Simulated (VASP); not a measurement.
Set up this calculation in VASP 6.6.1, as the native input.

```yaml
Task: single point
Functional: PBE
Potentials_or_basis: VASP PAW PBE potentials, release 64 (Ti_sv, S)
Cutoff: 520 eV
k_mesh: 8 × 8 × 1
Occupations: gaussian, width 0.1 eV
Spin: no spin polarisation
Dipole_correction: yes
Further_INCAR_settings: ALGO = Normal; EDIFF = 1e-06; NBANDS = 35
```

The structure of Ti4S lies in POSCAR:

```
Ti4S
1.0
    3.2553359259      0.0000000000      0.0000000000
    0.0000000000      3.2553359259      0.0000000000
    0.0000000000      0.0000000000     20.1793674375
Ti S
4 1
Direct
    0.5000000000      0.5000000000      0.1982222690
    0.0000000000      0.0000000000      0.2788822782
    0.5000000000      0.5000000000      0.3551865247
    0.0000000000      0.0000000000      0.4301109767
    0.0000000000      0.0000000000      0.5392949964
```

One way to write it, as run:

INCAR

```
SYSTEM = Ti4S
PREC     = Accurate       ! precision mode
ENCUT    = 520            ! plane-wave cutoff, eV
EDIFF    = 1E-6           ! SCF threshold, eV
ISMEAR   = 0              ! smearing method
SIGMA    = 0.1            ! smearing width, eV
LREAL    = .False.        ! projectors in reciprocal space
LASPH    = .True.         ! aspherical terms in the spheres
NELM     = 60             ! most SCF steps
ALGO     = Normal         ! electronic algorithm
ISIF     = 2              ! what is computed and relaxed
LWAVE    = .False.        ! write WAVECAR
LCHARG   = .False.        ! write CHGCAR
LDIPOL   = .True.       
IDIPOL   = 3            
DIPOL    = 0.5 0.5 0.360
GGA      = PE             ! functional
NBANDS   = 35             ! bands
```

KPOINTS

```
Automatic mesh
0
Gamma
  8 8 1
  0 0 0
```

Potentials or basis: VASP PAW PBE potentials, release 64 (Ti_sv, S).

The run is started by

```bash
$ cat potpaw_PBE.64/Ti_sv/POTCAR potpaw_PBE.64/S/POTCAR > POTCAR
$ mpirun -np 1 vasp_std > vasp.out
```

Results of the run:

- Largest force: 0.892 eV/Å
- Band gap on the k mesh: zero (bands 27 and 28 overlap by 0.52 eV)

Wall time 3.8 min on 1 thread of Intel(R) Xeon(R) 6975P-C (Granite Rapids) (shared host), peak memory 0.32 GiB.
